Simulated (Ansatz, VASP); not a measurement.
## BaTiO3: VASP beside Ansatz

```
Ba Ti O
1.0
     3.97295    0.00000    0.00000
     0.00000    3.97295    0.00000
     0.00000    0.00000    3.99103
Ba Ti O
1 1 3
Direct
  0.00000 0.00000 0.00000
  0.50000 0.50000 0.49000
  0.00000 0.50000 0.51700
  0.50000 0.00000 0.51700
  0.50000 0.50000 0.01900
```

Alike in both runs: task single point; functional RPBE; dispersion D3(BJ); k mesh 7 × 7 × 7; occupations fermi-dirac, width 0.05 eV; no spin polarisation.

|  | VASP | Ansatz |
| --- | --- | --- |
| version | VASP 6.6.1 | Ansatz 0.2.0 |
| potentials or method | VASP PAW PBE potentials, release 64 (Ba_sv, Ti_sv, O_h) | Ansatz PAW |
| plane-wave cutoff (eV) | 910 | 420 |
| valence electrons in the cell | 40 | 40 |

```csv
,VASP,Ansatz,Ansatz less VASP
gap on the k mesh at the Fermi level (eV),1.95,2.01,+0.062
least direct gap on the mesh (eV),2.13,2.15,+0.024
rms of the force components (eV/Å),0.064,0.055,-0.0086
```

VASP's potentials were made for PBE, not for RPBE. Atom by atom the forces differ by 0.012 eV/Å (rms over components).

Neither program's run includes spin-orbit coupling. Noted on VASP's run: the cutoff is short for stress, so the pressure is rough. Noted on Ansatz's run: odd divisions of the mesh miss points on the zone boundary, where band edges often lie, so the gap on the mesh can be too wide.
